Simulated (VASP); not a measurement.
# AlN (R-3m) in VASP: a series of runs, part 2 of 2

VASP 6.6.1. The steps go on from the part before.

### Step 4. Single point, PBE

This run uses another cell than the first one, of the same volume but with other edges.

Input file INCAR:

```
SYSTEM = AlN
ALGO     = Normal         ! electronic algorithm
EDIFF    = 1E-6           ! SCF threshold, eV
ENCUT    = 520            ! plane-wave cutoff, eV
GGA      = PE             ! functional
ISIF     = 2              ! what is computed and relaxed
ISMEAR   = 0              ! smearing method
LASPH    = .True.         ! aspherical terms in the spheres
LCHARG   = .False.        ! write CHGCAR
LREAL    = .False.        ! projectors in reciprocal space
LWAVE    = .False.        ! write WAVECAR
NBANDS   = 11             ! bands
NELM     = 80             ! most SCF steps
PREC     = Accurate       ! precision mode
SIGMA    = 0.05           ! smearing width, eV
```

Input file KPOINTS:

```
k-points
0
Gamma
  10 10 10
  0 0 0
```

Input file POSCAR:

```
AlN
1.0
   -0.1270709010      2.0764707353      2.0764707353
    2.0764707353     -0.1270709010      2.0764707353
    2.0764707353      2.0764707353     -0.1270709010
Al N
1 1
Direct
    0.5000000000      0.5000000000      0.5000000000
    0.0000000000      0.0000000000      0.0000000000
```

Command:

```console
$ cat potpaw_PBE.64/Al/POTCAR potpaw_PBE.64/N/POTCAR > POTCAR
$ mpirun -np 1 vasp_std > vasp.out
```

Wall time 6.5 s (1 thread of Intel Xeon 6975P-C (Granite Rapids), shared host); peak memory 0.14 GiB.

It converged, with:

```
Free energy            : -14.1292 eV
Pressure               : -27.1 GPa
Band gap on the k mesh : 2.15 eV, indirect (least direct gap 2.58 eV)
```

Stress tensor (GPa, compression positive):
```
-27.11  13.31  13.31
 13.31 -27.11  13.31
 13.31  13.31 -27.11
```

Levels at points of the mesh, in eV from the valence-band top:
```
           k point  band 1  band 2  band 3  band 4  band 5  band 6  band 7  band 8
(0.00, 0.00, 0.00)  -16.78   -0.97   -0.97    0.00    2.57   10.13   10.13   12.98
(0.50, 0.00, 0.00)  -14.26   -8.16   -1.56   -0.93    4.61    9.06    9.84   10.17
(0.50, 0.50, 0.00)  -13.37   -6.95   -3.56   -2.45    2.15    5.21   11.06   13.72
(0.50, 0.50, 0.50)  -13.75   -7.33   -1.94   -1.94    3.46    7.83    7.83   10.46
```

### Step 5. Single point, PBE

This run uses another cell than the first one, of 8.76 Å³/atom, 0.897 times its volume.

Input file INCAR:

```
SYSTEM = AlN
  PREC = Accurate
  ENCUT = 520
  EDIFF = 1E-6
  ISMEAR = 0
  SIGMA = 0.05
  LREAL = .FALSE.
  LASPH = .TRUE.
  NELM = 80
  ALGO = Normal
  ISIF = 2
  LWAVE = .FALSE.
  LCHARG = .FALSE.
  GGA = PE
  NBANDS = 11
```

Input file KPOINTS:

```
Automatic mesh
0
G
  10 10 10
  0 0 0
```

Input file POSCAR:

```
AlN
1.0
   -0.1625404385      1.9836801404      1.9836801404
    1.9836801404     -0.1625404385      1.9836801404
    1.9836801404      1.9836801404     -0.1625404385
Al N
1 1
Direct
    0.5000000000      0.5000000000      0.5000000000
    0.0000000000      0.0000000000      0.0000000000
```

Potentials or basis: VASP PAW PBE potentials, release 64 (Al, N).

Command:

```console
$ cat potpaw_PBE.64/Al/POTCAR potpaw_PBE.64/N/POTCAR > POTCAR
$ mpirun -np 1 vasp_std > vasp.out
```

OUTCAR:

```text
SYSTEM = AlN
   PREC = Accurate
   ENCUT = 520
   EDIFF = 1E-6
   ISMEAR = 0
   LREAL = .FALSE.
   LASPH = .TRUE.
   NELM = 80
   ISIF = 2
   GGA = PE

 ion  position               nearest neighbor table
   1  0.500  0.500  0.500-   2 2.07   2 2.07   2 2.07   2 2.07   2 2.07   2 2.07
   2  0.000  0.000  0.000-   1 2.07   1 2.07   1 2.07   1 2.07   1 2.07   1 2.07

  LATTYP: Found a trigonal (rhomboedric) cell.
 ALAT       =     2.8100521691
 COS(alpha) =     0.4166624355

  Lattice vectors:

 A1 = (  -0.1625404385,   1.9836801404,   1.9836801404)
 A2 = (   1.9836801404,  -0.1625404385,   1.9836801404)
 A3 = (   1.9836801404,   1.9836801404,  -0.1625404385)

Analysis of symmetry for initial positions (statically):
=====================================================================
 Subroutine PRICEL returns:
 Original cell was already a primitive cell.

 Routine SETGRP: Setting up the symmetry group for a
 trigonal (rhombohedral) supercell.

 Subroutine GETGRP returns: Found 12 space group operations
 (whereof 12 operations were pure point group operations)
 out of a pool of 12 trial point group operations.

The static configuration has the point symmetry D_3d.

Analysis of symmetry for dynamics (positions and initial velocities):
[... 166 lines left out ...]

 k-point     1 :       0.0000    0.0000    0.0000
  band No.  band energies     occupation
      1      -7.7734      2.00000
      2       8.8181      2.00000
      3       8.8181      2.00000
      4      10.1560      2.00000
      5      13.6723      0.00000
      6      20.0453      0.00000
      7      20.0453      0.00000
      8      24.3507      0.00000
      9      25.2854      0.00000
     10      26.8404      0.00000
     11      26.8405      0.00000
[... 309 lines left out ...]
 k-point    24 :       0.4000    0.3000   -0.0000
  band No.  band energies     occupation
      1      -4.9335      2.00000
      2       3.5482      2.00000
      3       6.0767      2.00000
      4       7.9140      2.00000
      5      14.5121      0.00000
      6      16.5218      0.00000
      7      20.2896      0.00000
      8      24.1192      0.00000
      9      25.0367      0.00000
     10      30.5539      0.00000
     11      32.8530      0.00000

 [... further k-points ...]
[... 5 lines left out ...]
  --------------------------------------------------------------------------------------
  -------------------------------------------------------------------------------------
  Total       -0.8969882     -0.8969882     -0.8969882      2.1741264      2.1741264      2.1741264
  in kB      -82.0001272    -82.0001272    -82.0001272    198.7524841    198.7524841    198.7524841
  external PRESSURE =     -82.0001272 kB  Pullay stress =       0.0000000 kB

 VOLUME and BASIS-vectors are now :
 -----------------------------------------------------------------------------
  energy-cutoff  :      520.00
  volume of cell :       17.53
      direct lattice vectors                 reciprocal lattice vectors
    -0.162540438  1.983680140  1.983680140    -0.223015377  0.242919955  0.242919955
     1.983680140 -0.162540438  1.983680140     0.242919955 -0.223015377  0.242919955
     1.983680140  1.983680140 -0.162540438     0.242919955  0.242919955 -0.223015377

 POSITION                                       TOTAL-FORCE (eV/Angst)
 -----------------------------------------------------------------------------------
      1.90241      1.90241      1.90241        -0.000000     -0.000000      0.000000
      0.00000      0.00000      0.00000         0.000000      0.000000     -0.000000
 -----------------------------------------------------------------------------------
    total drift:                                0.000000     -0.000000     -0.000000

  FREE ENERGIE OF THE ION-ELECTRON SYSTEM (eV)
  ---------------------------------------------------
  free  energy   TOTEN  =       -14.2481237585 eV

  energy  without entropy=      -14.2481237585  energy(sigma->0) =      -14.24812376
```

stdout:

```text
POSCAR found type information on POSCAR AlN
 POSCAR found :  2 types and       2 ions
 scaLAPACK will be used
 LDA part: xc-table for (Slater+PW92), standard interpolation
 POSCAR, INCAR and KPOINTS ok, starting setup
 FFT: planning ... GRIDC
 FFT: planning ... GRID_SOFT
 FFT: planning ... GRID
 WAVECAR not read
 entering main loop
```

Wall time 12 s (1 thread of Intel Xeon Platinum 8259CL at 2.50GHz (Skylake/Cascade Lake), shared host); peak memory 0.14 GiB.

What came out:

```
Free energy            : -14.2481 eV
Pressure               : -8.2 GPa
Band gap on the k mesh : 2.38 eV, indirect (least direct gap 3.52 eV)
```

Levels at points of the mesh, in eV from the valence-band top:
```
           k point  band 1  band 2  band 3  band 4  band 5  band 6  band 7  band 8
(0.00, 0.00, 0.00)  -17.93   -1.34   -1.34    0.00    3.52    9.89    9.89   14.19
(0.50, 0.00, 0.00)  -15.06   -9.11   -1.99   -1.10    5.02    9.63   10.83   11.44
(0.50, 0.50, 0.00)  -13.94   -7.87   -4.31   -2.66    2.38    5.33   11.78   14.80
(0.50, 0.50, 0.50)  -14.25   -7.98   -2.59   -2.59    3.40    7.88    7.88   11.96
```

### Step 6. Single point, PBE

This run uses another cell than the first one, of 8.76 Å³/atom, 0.897 times its volume.

Input file INCAR:

```
PREC     = Accurate       # precision mode
ENCUT    = 520            # plane-wave cutoff, eV
EDIFF    = 1E-7           # SCF threshold, eV
ISMEAR   = 0              # smearing method
SIGMA    = 0.05           # smearing width, eV
LREAL    = F              # projectors in reciprocal space
LASPH    = T              # aspherical terms in the spheres
NELM     = 100            # most SCF steps
ALGO     = Normal         # electronic algorithm
ISIF     = 2              # what is computed and relaxed
LWAVE    = F              # write WAVECAR
LCHARG   = T              # write CHGCAR
GGA      = PE             # functional
LELF     = T              # ELF
LVHAR    = T            
NBANDS   = 11             # bands
```

Input file KPOINTS:

```
Automatic mesh
0
Gamma
  10 10 10
```

Input file POSCAR:

```
AlN
1.0
    0.1692592212      2.1496713256      2.1496713256
    2.1496713256      0.1692592212      2.1496713256
    2.1496713256      2.1496713256      0.1692592212
Al N
1 1
Direct
    0.5000000000      0.5000000000      0.5000000000
    0.0000000000      0.0000000000      0.0000000000
```

Potentials or basis: VASP PAW PBE potentials, release 64 (Al, N).

Command:

```console
$ cat potpaw_PBE.64/Al/POTCAR potpaw_PBE.64/N/POTCAR > POTCAR
$ mpirun -np 1 vasp_std > vasp.out
```

Wall time 14 s (1 thread of Intel Xeon Platinum 8259CL at 2.50GHz (Skylake/Cascade Lake), shared host); peak memory 0.14 GiB.

The run converged. Its results:

```yaml
Free_energy: -14.1944 eV
Pressure: -7.9 GPa
Band_gap_on_the_k_mesh: 2.65 eV, indirect (least direct gap 3.38 eV)
```

Stress tensor (GPa, compression positive):
```
 -7.87 -25.98 -25.98
-25.98  -7.87 -25.98
-25.98 -25.98  -7.87
```

Levels at points of the mesh, in eV from the valence-band top:
```tsv
k point	band 1	band 2	band 3	band 4	band 5	band 6	band 7	band 8	band 9
(0.00, 0.00, 0.00)	-17.66	-1.82	0.00	0.00	3.38	10.10	12.48	12.48	15.22
(0.50, 0.00, 0.00)	-14.39	-8.27	-2.34	-1.24	4.14	9.28	10.01	11.57	14.19
(0.50, 0.50, 0.00)	-13.66	-7.60	-3.99	-2.43	2.65	5.59	11.81	15.77	16.11
(0.50, 0.50, 0.50)	-15.14	-9.45	-0.74	-0.74	6.75	10.55	11.73	11.73	16.17
```

A k mesh can miss the band edges. As with any semilocal functional, this PBE gap is likely too small.

### Step 7. The runs side by side

| cell | gap on the mesh (eV) | pressure (GPa) |
| --- | --- | --- |
| a = 3.158 Å, angles 54.8°, 2 atoms | 2.03 | -26.3 |
| a = 3.122 Å, angles 56.1°, 2 atoms | 2.38 | -27.0 |
| a = 2.939 Å, angles 64.0°, 2 atoms | 2.15 | -27.1 |
| a = 2.810 Å, angles 65.4°, 2 atoms | 2.38 | -8.2 |
| a = 3.045 Å, angles 54.8°, 2 atoms | 2.65 | -7.9 |

Alike in all rows: task single point; level PBE; potentials or basis VASP PAW PBE potentials, release 64 (Al, N); no spin polarisation; k mesh 10 × 10 × 10; cutoff (eV) 520; smearing gaussian 0.05 eV.

Absolute energies hang on the potentials; compare differences alone.
